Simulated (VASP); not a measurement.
A run of VASP 6.6.1:

Contents of INCAR:

```
ALGO = Normal ; EDIFF = 1E-8
ENCUT = 520 ; GGA = CA
ISIF = 2 ; ISMEAR = -1
LASPH = True ; LCHARG = False
LEFG = True ; LREAL = False
LWAVE = False ; NBANDS = 24
NELM = 60 ; PREC = Accurate
SIGMA = 0.02
```

File KPOINTS:

```
k-points
0
Gamma
  6 6 6
```

Contents of POSCAR:

```
ScF3
1.0
    4.0124500000     -0.0200622500     -0.0200622500
   -0.0200622500      4.0124500000     -0.0200622500
   -0.0200622500     -0.0200622500      4.0124500000
Sc F
1 3
Direct
    0.0000000000      0.0000000000      0.0000000000
    0.5000000000      0.0000000000      0.0000000000
    0.0000000000      0.5000000000      0.0000000000
    0.0000000000      0.0000000000      0.5000000000
```

Potentials or basis: VASP PAW LDA potentials, release 64 (Sc_sv, F).

Command:

```sh
$ cat potpaw_LDA.64/Sc_sv/POTCAR potpaw_LDA.64/F/POTCAR > POTCAR
$ mpirun -np 1 vasp_std > vasp.out
```

Hardware: 1 thread of Intel(R) Xeon(R) Platinum 8375C CPU @ 2.90GHz (Ice Lake), on a shared host.

Estimate the wall time of this run.

It took 90 s on 1 thread of Intel(R) Xeon(R) Platinum 8375C CPU @ 2.90GHz (Ice Lake) (shared host), peak memory 0.17 GiB. Counts: scf iterations 17, k points 32.
